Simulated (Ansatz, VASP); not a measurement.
In3Se in VASP and in Ansatz

```
In Se
1.0
     4.80376    0.00000    0.00000
     0.00000    4.80376    0.00000
     0.00000    0.00000    4.80376
In Se
3 1
Cartesian
  2.4019 2.4019 0.0000
  2.4019 0.0000 2.4019
  0.0000 2.4019 2.4019
  0.0000 0.0000 0.0000
```

Alike in both runs: functional PBEsol; k mesh 4 × 4 × 4; occupations fermi-dirac, width 0.05 eV; non-collinear spin, spin-orbit coupling.

|  | VASP | Ansatz |
| --- | --- | --- |
| version | VASP 6.6.1 | Ansatz 0.2.0 |
| potentials or method | VASP PAW PBE potentials, release 64 (In_d, Se), cutoff 520 eV | all-electron LAPW, relativistic spinors |
| task | single point | band structure |

|  | VASP | Ansatz | Ansatz less VASP |
| --- | --- | --- | --- |
| pressure (GPa) | -2.8 | -2.8 | +0.01 |
| net moment per atom (μB) | 0.00 | 0.00 | 0.000 |

VASP's potentials were made for PBE, not for PBEsol. Ansatz ran all-electron here, and VASP with PAW potentials.

Noted on Ansatz's run: the k mesh is thin for a metal, which can move the energy by tens of meV per atom.
